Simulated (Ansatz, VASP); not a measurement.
SnO: VASP beside Ansatz

```
Sn O
1.0
     3.61190    0.00000    0.00000
     0.00000    3.61190    0.00000
     0.00000    0.00000    4.95690
Sn O
2 2
Direct
  0.00000 0.50000 0.23850
  0.50000 0.00000 0.76150
  0.00000 0.00000 0.00000
  0.50000 0.50000 0.00000
```

Change from the starting cell: strain -0.050 along x and y, +0.025 along z, atoms carried along.

Alike in both runs: task single point; functional PBEsol; dispersion D3(BJ); k mesh 12 × 12 × 10; occupations gaussian, width 0.15 eV; no spin polarisation.

|  | VASP | Ansatz |
| --- | --- | --- |
| version | VASP 6.6.1 | Ansatz 0.2.0 |
| potentials or method | VASP PAW PBE potentials, release 64 (Sn_d, O), cutoff 520 eV | scalar-relativistic, plane waves, PAW |
| valence electrons in the cell | 40 | 40 |

```csv
,VASP,Ansatz,Ansatz less VASP
gap on the k mesh at the Fermi level (eV),none,none,-
pressure (GPa),8.1,7.8,-0.36
"traceless stress, the component that is largest in VASP (GPa)",-6.02,-6.07,-0.055
rms of the force components (eV/Å),0.414,0.370,-0.0440
```

VASP's potentials were made for PBE, not for PBEsol. Atom by atom the forces differ by 0.044 eV/Å (rms over components). A gap of «none» marks a metal or a gap that the smearing closes.
